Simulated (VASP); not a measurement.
# SiO2 (Imma) in VASP: notebook, part 2 of 2

VASP 6.6.1. Earlier steps stand in the parts before.

## 3. Single point, PBEsol+D4

This run uses another cell than the first one, of 18.32 Å³/atom.

INCAR reads:

```
PREC = Accurate ; ENCUT = 520
EDIFF = 1E-7 ; ISMEAR = -1
SIGMA = 0.05 ; LREAL = False
LASPH = True ; NELM = 80
ALGO = Normal ; ISIF = 2
LWAVE = False ; LCHARG = True
GGA = PS ; IVDW = 13
LELF = True ; LVHAR = True
NBANDS = 44
```

KPOINTS reads:

```
regular mesh
0
Gamma
  6 6 6
```

POSCAR reads:

```
SiO2
1.0
   -2.6318671231      4.6321803321      4.5072543462
    2.6318671231     -4.6321803321      4.5072543462
    2.6318671231      4.6321803321     -4.5072543462
Si O
4 8
Direct
    0.2636214538      0.8408940937      0.4227273602
    0.0818332665      0.1591059063      0.9227273602
    0.7363785462      0.1591059063      0.5772726398
    0.9181667335      0.8408940937      0.0772726398
    0.5000000000      0.0000000000      0.5000000000
    0.0000000000      0.0000000000      0.0000000000
    0.7774916806      0.0000000000      0.2774916806
    0.2225083194      0.5000000000      0.2225083194
    0.2225083194      0.0000000000      0.7225083194
    0.7774916806      0.5000000000      0.7774916806
    0.8850470536      0.1350470536      0.7500000000
    0.1149529464      0.8649529464      0.2500000000
```

Potentials or basis: VASP PAW PBE potentials, release 64 (Si, O).

Run with:

```bash
> cat potpaw_PBE.64/Si/POTCAR potpaw_PBE.64/O/POTCAR > POTCAR
> mpirun -np 1 vasp_std > vasp.out
```

OUTCAR:

```text
PREC = Accurate
   ENCUT = 520
   EDIFF = 1E-7
   ISMEAR = -1
   LREAL = False
   LASPH = True
   NELM = 80
   ISIF = 2
   GGA = PS
   IVDW = 13

 ion  position               nearest neighbor table
   1  0.264  0.841  0.423-   5 1.60  12 1.61   9 1.62   8 1.62   2 3.10   2 3.10
   2  0.082  0.159  0.923-   6 1.60  11 1.61   9 1.62   8 1.62   1 3.10   1 3.10
   3  0.736  0.159  0.577-   5 1.60  11 1.61   7 1.62  10 1.62   4 3.10   4 3.10
   4  0.918  0.841  0.077-   6 1.60  12 1.61  10 1.62   7 1.62   3 3.10   3 3.10
   5  0.500  0.000  0.500-   1 1.60   3 1.60
   6  0.000  0.000  0.000-   2 1.60   4 1.60
   7  0.777  0.000  0.277-   3 1.62   4 1.62
[... 1366 lines left out ...]
  energy-cutoff  :      520.00
  volume of cell :      219.80
      direct lattice vectors                 reciprocal lattice vectors
    -2.631867123  4.632180332  4.507254346     0.000000000  0.107940530  0.110932280
     2.631867123 -4.632180332  4.507254346     0.189979196  0.000000000  0.110932280
     2.631867123  4.632180332 -4.507254346     0.189979196  0.107940530  0.000000000

 POSITION                                       TOTAL-FORCE (eV/Angst)
 -----------------------------------------------------------------------------------
      2.63187     -0.71588      3.07299        -0.000000      0.038615      0.027318
      2.63187      3.91630     -3.07299        -0.000000      0.038615     -0.027318
     -0.00000      5.34806      1.43426         0.000000     -0.038615     -0.027318
     -0.00000      0.71588      7.58025         0.000000     -0.038615      0.027318
      0.00000      4.63218      0.00000         0.000000     -0.000000     -0.000000
      0.00000      0.00000      0.00000         0.000000     -0.000000     -0.000000
     -1.31593      4.88687      2.25363         0.000000     -0.010552     -0.000000
      1.31593     -0.25469      2.25363         0.000000      0.010552     -0.000000
      1.31593      4.37749     -2.25363         0.000000      0.010552     -0.000000
      1.31593      4.88687      2.25363         0.000000     -0.010552     -0.000000
      0.00000      6.94827      1.21738         0.000000     -0.000000      0.003430
      2.63187     -2.31609      3.28987        -0.000000     -0.000000     -0.003430
 -----------------------------------------------------------------------------------
    total drift:                                0.000000      0.000004     -0.000003

  FREE ENERGIE OF THE ION-ELECTRON SYSTEM (eV)
  ---------------------------------------------------
  free  energy   TOTEN  =       -99.4356861456 eV

  energy  without entropy=      -99.4356861456  energy(sigma->0) =      -99.43568615
```

OSZICAR:

```text
N       E                     dE             d eps       ncg     rms          rms(c)
DAV:   1     0.448083988585E+03    0.44808E+03   -0.30724E+04  4048   0.128E+03
DAV:   2    -0.676800348331E+02   -0.51576E+03   -0.49422E+03  5276   0.305E+02
DAV:   3    -0.110334463711E+03   -0.42654E+02   -0.42419E+02  4888   0.942E+01
DAV:   4    -0.111007073996E+03   -0.67261E+00   -0.67096E+00  5080   0.130E+01
DAV:   5    -0.111021477147E+03   -0.14403E-01   -0.14393E-01  4948   0.184E+00    0.290E+01
DAV:   6    -0.988067705730E+02    0.12215E+02   -0.47045E+01  4720   0.309E+01    0.141E+01
DAV:   7    -0.986669252049E+02    0.13985E+00   -0.14225E+00  4912   0.476E+00    0.513E+00
DAV:   8    -0.985976473981E+02    0.69278E-01   -0.78661E-02  4964   0.171E+00    0.184E+00
DAV:   9    -0.985988248924E+02   -0.11775E-02   -0.38411E-02  4488   0.109E+00    0.421E-01
DAV:  10    -0.986092058825E+02   -0.10381E-01   -0.73406E-03  4392   0.382E-01    0.137E-01
DAV:  11    -0.986101349944E+02   -0.92911E-03   -0.24824E-03  4524   0.273E-01    0.608E-02
DAV:  12    -0.986102393363E+02   -0.10434E-03   -0.21614E-04  4548   0.777E-02    0.472E-02
DAV:  13    -0.986102434544E+02   -0.41181E-05   -0.19549E-05  4572   0.299E-02    0.203E-02
DAV:  14    -0.986102402169E+02    0.32375E-05   -0.88067E-06  4528   0.166E-02    0.515E-03
DAV:  15    -0.986102401793E+02    0.37547E-07   -0.18513E-06  4992   0.904E-03    0.426E-03
DAV:  16    -0.986102400852E+02    0.94106E-07   -0.84586E-07  4532   0.510E-03
   1 F= -.99435686E+02 E0= -.99435686E+02  d E =-.372518E-10
```

stdout:

```text
POSCAR found type information on POSCAR SiO
 POSCAR found :  2 types and      12 ions
 scaLAPACK will be used
 -----------------------------------------------------------------------------
|                                                                             |
|                                                                             |
|     You enforced a specific xc type in the INCAR file but a different       |
|     I HOPE YOU KNOW WHAT YOU ARE DOING!                                     |
|                                                                             |
 -----------------------------------------------------------------------------

 LDA part: xc-table for (Slater+PW92), standard interpolation
 POSCAR, INCAR and KPOINTS ok, starting setup
 FFT: planning ... GRIDC
 FFT: planning ... GRID_SOFT
 FFT: planning ... GRID
 WAVECAR not read
 entering main loop
```

Wall time 7.7 min (1 thread of Intel Xeon 6975P-C (Granite Rapids), shared host); peak memory 0.58 GiB.

What came out:

```yaml
Free_energy: -99.4357 eV
Pressure: 0.4 GPa
Largest_force: 0.047 eV/Å
Band_gap_on_the_k_mesh: 5.49 eV
Dispersion_energy_per_atom: -0.069 eV
```

Forces in eV/Å, atoms in the order of the input:
```
Si   0.000  0.039  0.027
Si   0.000  0.039 -0.027
Si   0.000 -0.039 -0.027
Si   0.000 -0.039  0.027
O    0.000  0.000  0.000
O    0.000  0.000  0.000
O    0.000 -0.011  0.000
O    0.000  0.011  0.000
O    0.000  0.011  0.000
O    0.000 -0.011  0.000
O    0.000  0.000  0.003
O    0.000  0.000 -0.003
```

Stress tensor (GPa, compression positive):
```
0.45 0.00 0.00
0.00 0.30 0.00
0.00 0.00 0.39
```

Levels at points of the mesh, in eV from the valence-band top:
```tsv
k point	band 30	band 31	band 32	band 33	band 34	band 35
(0.00, 0.00, 0.00)	-0.73	-0.47	0.00	5.49	8.53	8.57
(0.50, 0.00, 0.00)	-0.56	-0.33	-0.21	6.49	7.03	8.45
(0.00, 0.50, 0.00)	-0.83	-0.81	-0.25	7.59	7.88	8.42
(0.50, 0.50, 0.00)	-0.95	-0.47	-0.47	7.74	7.74	8.87
(0.50, 0.50, 0.50)	-0.31	-0.28	-0.01	7.44	7.46	7.81
```

Caveat: the PAW data sets were made with another functional, which shifts forces and pressure a little.

## 4. Single point, PBEsol+D3(BJ)

INCAR reads:

```
SYSTEM = SiO2
PREC     = Accurate       ! precision mode
ENCUT    = 520            ! plane-wave cutoff, eV
EDIFF    = 1E-7           ! SCF threshold, eV
ISMEAR   = -1             ! smearing method
SIGMA    = 0.05           ! smearing width, eV
LREAL    = .False.        ! projectors in reciprocal space
LASPH    = .True.         ! aspherical terms in the spheres
NELM     = 60             ! most SCF steps
ALGO     = Normal         ! electronic algorithm
ISIF     = 2              ! what is computed and relaxed
LWAVE    = .False.        ! write WAVECAR
LCHARG   = .False.        ! write CHGCAR
GGA      = PS             ! functional
IVDW     = 12             ! dispersion correction
NBANDS   = 44             ! bands
```

KPOINTS reads:

```
Automatic mesh
0
Gamma
  6 6 6
  0 0 0
```

POSCAR reads:

```
SiO2
1.0
   -2.6233364600      4.7767535050      4.4416747250
    2.6233364600     -4.7767535050      4.4416747250
    2.6233364600      4.7767535050     -4.4416747250
Si O
4 8
Direct
    0.2603409800      0.8449448900      0.4153960900
    0.0704512000      0.1550551100      0.9153960900
    0.7396590200      0.1550551100      0.5846039100
    0.9295488000      0.8449448900      0.0846039100
    0.5000000000      0.0000000000      0.5000000000
    0.0000000000      0.0000000000      0.0000000000
    0.7931754100      0.0000000000      0.2931754100
    0.2068245900      0.5000000000      0.2068245900
    0.2068245900      0.0000000000      0.7068245900
    0.7931754100      0.5000000000      0.7931754100
    0.8693111300      0.1193111300      0.7500000000
    0.1306888700      0.8806888700      0.2500000000
```

Run with:

```bash
> cat potpaw_PBE.64/Si/POTCAR potpaw_PBE.64/O/POTCAR > POTCAR
> mpirun -np 1 vasp_std > vasp.out
```

Run time: 9 min. Hardware: 1 thread of Intel Xeon 6975P-C (Granite Rapids), shared host; peak memory 0.58 GiB.

It converged, with:

* Free energy: -99.4683 eV
* Pressure: 1.4 GPa
* Largest force: 0.204 eV/Å
* Band gap on the k mesh: 5.56 eV
* Dispersion energy per atom: -0.073 eV

Forces in eV/Å, atoms in the order of the input:
```
Si   0.000 -0.075 -0.040
Si   0.000 -0.075  0.040
Si   0.000  0.075  0.040
Si   0.000  0.075 -0.040
O    0.000  0.000  0.000
O    0.000  0.000  0.000
O    0.000 -0.204  0.000
O    0.000  0.204  0.000
O    0.000  0.204  0.000
O    0.000 -0.204  0.000
O    0.000  0.000 -0.163
O    0.000  0.000  0.163
```

Stress tensor (GPa, compression positive):
```
1.39 0.00 0.00
0.00 1.40 0.00
0.00 0.00 1.49
```

Levels at points of the mesh, in eV from the valence-band top:
| k point | band 30 | band 31 | band 32 | band 33 | band 34 | band 35 |
| --- | --- | --- | --- | --- | --- | --- |
| (0.00, 0.00, 0.00) | -0.72 | -0.42 | 0.00 | 5.56 | 8.60 | 8.71 |
| (0.50, 0.00, 0.00) | -0.53 | -0.31 | -0.14 | 6.54 | 7.05 | 8.56 |
| (0.00, 0.50, 0.00) | -0.85 | -0.73 | -0.20 | 7.69 | 7.94 | 8.49 |
| (0.50, 0.50, 0.00) | -0.98 | -0.39 | -0.39 | 7.77 | 7.77 | 8.99 |
| (0.50, 0.50, 0.50) | -0.23 | -0.20 | -0.02 | 7.49 | 7.53 | 7.88 |

Caveat: three body term missing; the PAW data sets were made with another functional, which shifts forces and pressure a little.

## 5. Relaxation of cell and atoms, LDA

INCAR reads:

```
PREC = Accurate
ENCUT = 600
EDIFF = 1E-7
ISMEAR = -1
SIGMA = 0.05
LREAL = False
LASPH = True
NELM = 80
ALGO = Normal
ISIF = 3
LWAVE = False
LCHARG = False
IBRION = 2
NSW = 60
EDIFFG = -0.01
KPAR = 4
```

KPOINTS reads:

```
Automatic mesh
0
Gamma
  6 6 6
```

POSCAR is that of step 4.

Potentials or basis: VASP PAW LDA potentials, release 64 (Si, O).

Run with:

```bash
> cat potpaw_LDA.64/Si/POTCAR potpaw_LDA.64/O/POTCAR > POTCAR
> mpirun -np 4 vasp_std > vasp.out
```

It took 20 min on 4 MPI ranks of AMD EPYC 9755, shared host; peak memory 0.56 GiB.

It converged, with:

* Free energy: -103.6497 eV
* Relaxed volume: 18.41 Å³/atom
* Relaxed cell: a = 7.013 Å, b = 7.013 Å, c = 7.013 Å, α = 136.18°, β = 94.38°, γ = 101.66°
* Space group after relaxing (to 0.1 Å): Imma (No. 74)
* Energy gained by relaxing: 0.4 meV/atom
* Ionic steps: 7
* Pressure after relaxing: 0.0 GPa
* Largest force after relaxing: 0.010 eV/Å
* Band gap on the k mesh: 5.43 eV

Forces in eV/Å, atoms in the order of the input:
```
Si   0.000  0.002 -0.009
Si   0.000  0.002  0.009
Si   0.000 -0.002  0.009
Si   0.000 -0.002 -0.009
O    0.000  0.000  0.000
O    0.000  0.000  0.000
O    0.000 -0.010  0.000
O    0.000  0.010  0.000
O    0.000  0.010  0.000
O    0.000 -0.010  0.000
O    0.000  0.000  0.000
O    0.000  0.000  0.000
```

The path:
```csv
step,energy change (eV),largest force (eV/Å),pressure (GPa),volume (Å³)
1,0.0000,0.0500,-1.00,222.64
2,0.0050,0.1227,1.41,218.91
3,-0.0051,0.0302,-0.02,221.08
4,-0.0051,0.0314,0.00,221.05
5,-0.0052,0.0417,0.03,220.93
6,-0.0052,0.0288,0.02,220.95
7,-0.0053,0.0097,0.00,220.93
```

Final structure:
```
CELL_PARAMETERS angstrom
-2.61674 4.76553 4.42923
2.61674 -4.76553 4.42923
2.61674 4.76553 -4.42923
ATOMIC_POSITIONS crystal
Si 0.26025 0.84490 0.41534
Si 0.07044 0.15510 0.91534
Si 0.73975 0.15510 0.58466
Si 0.92956 0.84490 0.08466
O 0.50000 0.00000 0.50000
O 0.00000 0.00000 0.00000
O 0.79299 0.00000 0.29299
O 0.20701 0.50000 0.20701
O 0.20701 0.00000 0.70701
O 0.79299 0.50000 0.79299
O 0.86921 0.11921 0.75000
O 0.13079 0.88079 0.25000
```

Levels at points of the mesh, in eV from the valence-band top:
```
           k point  band 30  band 31  band 32  band 33  band 34  band 35
(0.00, 0.00, 0.00)    -0.74    -0.45     0.00     5.43     8.36     8.70
(0.50, 0.00, 0.00)    -0.55    -0.32    -0.15     6.40     6.92     8.49
(0.00, 0.50, 0.00)    -0.86    -0.76    -0.21     7.64     7.73     8.37
(0.50, 0.50, 0.00)    -0.99    -0.41    -0.41     7.62     7.62     8.86
(0.50, 0.50, 0.50)    -0.25    -0.22    -0.02     7.33     7.45     7.70
```

## 6. Overview

| task | level | potentials or basis | cell | cutoff (eV) | gap on the mesh (eV) | pressure (GPa) | relaxed volume (Å³/atom) | largest force (eV/Å) |
| --- | --- | --- | --- | --- | --- | --- | --- | --- |
| relaxation of cell and atoms | BLYP | VASP PAW PBE potentials, release 64 (Si, O) | relaxed from a = 7.030 Å, angles 136.2, 94.4, 101.6°, 12 atoms, atomic positions A | 600 | 5.39 | 0.0 | 19.21 | 0.01 |
| single point | PBEsol+D4 | VASP PAW PBE potentials, release 64 (Si, O) | a = 6.978 Å, angles 135.7, 96.8, 99.5°, 12 atoms, atomic positions B | 520 | 5.49 | 0.4 | - | 0.05 |
| single point | PBEsol+D3(BJ) | VASP PAW PBE potentials, release 64 (Si, O) | a = 7.030 Å, angles 136.2, 94.4, 101.6°, 12 atoms, atomic positions A | 520 | 5.56 | 1.4 | - | 0.20 |
| relaxation of cell and atoms | LDA | VASP PAW LDA potentials, release 64 (Si, O) | relaxed from a = 7.030 Å, angles 136.2, 94.4, 101.6°, 12 atoms, atomic positions A | 600 | 5.43 | 0.0 | 18.41 | 0.01 |

Alike in all rows: no spin polarisation; k mesh 6 × 6 × 6; smearing fermi-dirac 0.05 eV.

Caveats: the PAW data sets were made with another functional, which shifts forces and pressure a little (at least some runs); three body term missing (at least some runs).

Absolute energies hang on the potentials; compare differences alone.
